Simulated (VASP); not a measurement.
# N (Fm-3m) in VASP: further runs, part 2 of 2

VASP 6.6.1. Earlier steps stand in the parts before.

## 4. Single point, PBE (strained)

The input, INCAR:

```
SYSTEM = N
  PREC = Accurate
  ENCUT = 520
  EDIFF = 1E-7
  ISMEAR = 0
  SIGMA = 0.1
  LREAL = .FALSE.
  LASPH = .TRUE.
  NELM = 80
  ALGO = Normal
  ISIF = 2
  LWAVE = .FALSE.
  LCHARG = .FALSE.
  GGA = PE
  NBANDS = 8
```

The input, KPOINTS:

```
Automatic mesh
0
G
  22 22 22
  0 0 0
```

The input, POSCAR:

```
N
1.0
    0.0000000000      1.5710248094      1.5710248094
    1.5710248094      0.0000000000      1.5710248094
    1.5710248094      1.5710248094      0.0000000000
N
1
Direct
    0.0000000000      0.0000000000      0.0000000000
```

Potentials or basis: VASP PAW PBE potentials, release 64 (N).

Launch:

```console
cat potpaw_PBE.64/N/POTCAR > POTCAR
mpirun -np 1 vasp_std > vasp.out
```

OUTCAR:

```text
SYSTEM = N
   PREC = Accurate
   ENCUT = 520
   EDIFF = 1E-7
   ISMEAR = 0
   LREAL = .FALSE.
   LASPH = .TRUE.
   NELM = 80
   ISIF = 2
   GGA = PE

 ion  position               nearest neighbor table
   1  0.000  0.000  0.000-

  LATTYP: Found a face centered cubic cell.
 ALAT       =     3.1420496188

  Lattice vectors:

 A1 = (   0.0000000000,   1.5710248094,   1.5710248094)
[... 190 lines left out ...]
      6      36.6199      0.00000
      7      36.6199      0.00000
      8      36.6199      0.00000
[... 243 lines left out ...]
 k-point    24 :      -0.4545    0.0455    0.0000
  band No.  band energies     occupation
      1      -8.3214      2.00000
      2      -2.5519      2.00000
      3       7.5952      0.00000
      4       7.8012      0.00000
      5      27.0548      0.00000
      6      30.7523      0.00000
      7      34.3379      0.00000
      8      34.3857      0.00000

 [... further k-points ...]
[... 5 lines left out ...]
  --------------------------------------------------------------------------------------
  -------------------------------------------------------------------------------------
  Total       -0.1813703     -0.1813703     -0.1813703      0.0000000     -0.0000000      0.0000000
  in kB      -37.4711958    -37.4711958    -37.4711958      0.0000000     -0.0000000      0.0000000
  external PRESSURE =     -37.4711958 kB  Pullay stress =       0.0000000 kB

 VOLUME and BASIS-vectors are now :
 -----------------------------------------------------------------------------
  energy-cutoff  :      520.00
  volume of cell :        7.75
      direct lattice vectors                 reciprocal lattice vectors
     0.000000000  1.571024809  1.571024809    -0.318263593  0.318263593  0.318263593
     1.571024809  0.000000000  1.571024809     0.318263593 -0.318263593  0.318263593
     1.571024809  1.571024809  0.000000000     0.318263593  0.318263593 -0.318263593

 POSITION                                       TOTAL-FORCE (eV/Angst)
 -----------------------------------------------------------------------------------
      0.00000      0.00000      0.00000         0.000000     -0.000000      0.000000
 -----------------------------------------------------------------------------------
    total drift:                                0.000000     -0.000000     -0.000000

  FREE ENERGIE OF THE ION-ELECTRON SYSTEM (eV)
  ---------------------------------------------------
  free  energy   TOTEN  =        -3.8387776379 eV

  energy  without entropy=       -3.8350291767  energy(sigma->0) =       -3.83690341
```

OSZICAR:

```text
N       E                     dE             d eps       ncg     rms          rms(c)
DAV:   1     0.456626076044E+00    0.45663E+00   -0.25367E+03  5856   0.533E+02
DAV:   2    -0.382005025240E+01   -0.42767E+01   -0.39960E+01  6696   0.676E+01
DAV:   3    -0.384196825382E+01   -0.21918E-01   -0.21789E-01  5928   0.429E+00
DAV:   4    -0.384197508953E+01   -0.68357E-05   -0.68350E-05  7312   0.730E-02
DAV:   5    -0.384197509064E+01   -0.11091E-08   -0.11533E-08  6088   0.674E-04    0.909E-01
DAV:   6    -0.383889262149E+01    0.30825E-02   -0.56793E-03  5656   0.534E-01    0.492E-01
DAV:   7    -0.383866059162E+01    0.23203E-03   -0.36071E-03  5480   0.442E-01    0.112E-01
DAV:   8    -0.383877731102E+01   -0.11672E-03   -0.84291E-05  5568   0.896E-02    0.640E-03
DAV:   9    -0.383877795914E+01   -0.64812E-06   -0.56489E-07  6536   0.701E-03    0.438E-03
DAV:  10    -0.383877766632E+01    0.29282E-06   -0.16299E-07  5488   0.355E-03    0.221E-04
DAV:  11    -0.383877763794E+01    0.28381E-07   -0.27481E-09  3016   0.436E-04
   1 F= -.38387776E+01 E0= -.38369034E+01  d E =-.374846E-02
```

It took 15 s on 1 thread of Intel Xeon 6975P-C, shared host; peak memory 0.12 GiB.

Results:

- Free energy: -3.8388 eV
- Pressure: -3.7 GPa

Caveat: the cell differs from its parent crystal (strained).

## 5. Single point, PBE (strained)

The input, INCAR:

```
PREC     = Accurate       # precision mode
ENCUT    = 600            # plane-wave cutoff, eV
EDIFF    = 1E-6           # SCF threshold, eV
ISMEAR   = 0              # smearing method
SIGMA    = 0.1            # smearing width, eV
LREAL    = F              # projectors in reciprocal space
LASPH    = T              # aspherical terms in the spheres
NELM     = 120            # most SCF steps
ALGO     = Normal         # electronic algorithm
ISIF     = 2              # what is computed and relaxed
LWAVE    = F              # write WAVECAR
LCHARG   = F              # write CHGCAR
GGA      = PE             # functional
NBANDS   = 8              # bands
GGA_COMPAT= F
```

The input, KPOINTS:

```
Automatic mesh
0
Gamma
  20 20 20
```

The input, POSCAR:

```
N
1.0
    0.0000000000      1.5739148934      1.5739148934
    1.5739148934      0.0000000000      1.5739148934
    1.5739148934      1.5739148934      0.0000000000
N
1
Direct
    0.0000000000      0.0000000000      0.0000000000
```

Launch:

```console
cat potpaw_PBE.64/N/POTCAR > POTCAR
mpirun -np 1 vasp_std > vasp.out
```

It took 7.4 s on 1 thread of Intel Xeon Platinum 8559C (Emerald Rapids), shared host; peak memory 0.12 GiB.

The run converged. Its results:

| Item | Value |
| --- | --- |
| Free energy | -3.8392 eV |
| Pressure | -4.7 GPa |

Levels at points of the mesh, in eV from the Fermi level:
| k point | band 1 | band 2 | band 3 | band 4 | band 5 |
| --- | --- | --- | --- | --- | --- |
| (0.00, 0.00, 0.00) | -19.69 | 3.86 | 3.86 | 3.86 | 22.66 |
| (0.50, 0.00, 0.00) | -13.25 | -7.81 | 2.74 | 2.74 | 21.76 |
| (0.50, 0.50, 0.00) | -10.86 | -6.42 | 0.14 | 0.14 | 14.98 |

Caveat: the cell differs from its parent crystal (strained).

## 6. Single point, LDA (functional LDA, strained)

The input, INCAR:

```
ALGO = Normal
EDIFF = 1E-6
ENCUT = 600
GGA_COMPAT = False
ISIF = 2
ISMEAR = 0
LASPH = True
LCHARG = True
LELF = True
LREAL = False
LVHAR = True
LWAVE = False
NBANDS = 8
NELM = 120
PREC = Accurate
SIGMA = 0.1
```

The input, KPOINTS:

```
k-points
0
Gamma
  22 22 22
```

The input, POSCAR:

```
N
1.0
    0.0000000000      1.5186769973      1.5186769973
    1.5186769973      0.0000000000      1.5186769973
    1.5186769973      1.5186769973      0.0000000000
N
1
Direct
    0.0000000000      0.0000000000      0.0000000000
```

Potentials or basis: VASP PAW LDA potentials, release 64 (N).

Launch:

```console
cat potpaw_LDA.64/N/POTCAR > POTCAR
mpirun -np 1 vasp_std > vasp.out
```

Wall time 9.3 s (1 thread of Intel Xeon Platinum 8559C (Emerald Rapids), shared host); peak memory 0.12 GiB.

It converged, with:

| Quantity | Value |
| --- | --- |
| Free energy | -4.7358 eV |
| Pressure | 2.2 GPa |

Levels at points of the mesh, in eV from the Fermi level:
```tsv
k point	band 1	band 2	band 3	band 4	band 5	band 6
(0.00, 0.00, 0.00)	-20.90	4.43	4.43	4.43	25.41	32.75
(0.50, 0.00, 0.00)	-13.29	-8.95	3.14	3.14	23.26	27.74
(0.50, 0.50, 0.00)	-10.39	-7.34	0.13	0.13	15.25	18.79
```

Caveat: the cell differs from its parent crystal (functional LDA, strained).

## 7. Summary

```csv
level,potentials or basis,cell,k mesh,cutoff (eV),gap on the mesh (eV),pressure (GPa)
LDA,"VASP PAW LDA potentials, release 64 (N)","a = 2.245 Å, angles 60.0°, 1 atom",22 × 22 × 22,520,none,-21.7
PBE,"VASP PAW PBE potentials, release 64 (N)","a = 2.247 Å, angles 60.0°, 1 atom",22 × 22 × 22,520,none,-8.8
PBE,"VASP PAW PBE potentials, release 64 (N)","a = 2.222 Å, angles 60.0°, 1 atom",22 × 22 × 22,520,none,-3.7
PBE,"VASP PAW PBE potentials, release 64 (N)","a = 2.226 Å, angles 60.0°, 1 atom",20 × 20 × 20,600,none,-4.7
LDA,"VASP PAW LDA potentials, release 64 (N)","a = 2.148 Å, angles 60.0°, 1 atom",22 × 22 × 22,600,none,2.2
```

Alike in all rows: task single point; no spin polarisation; smearing gaussian 0.1 eV.

Absolute energies hang on the potentials; compare differences alone.
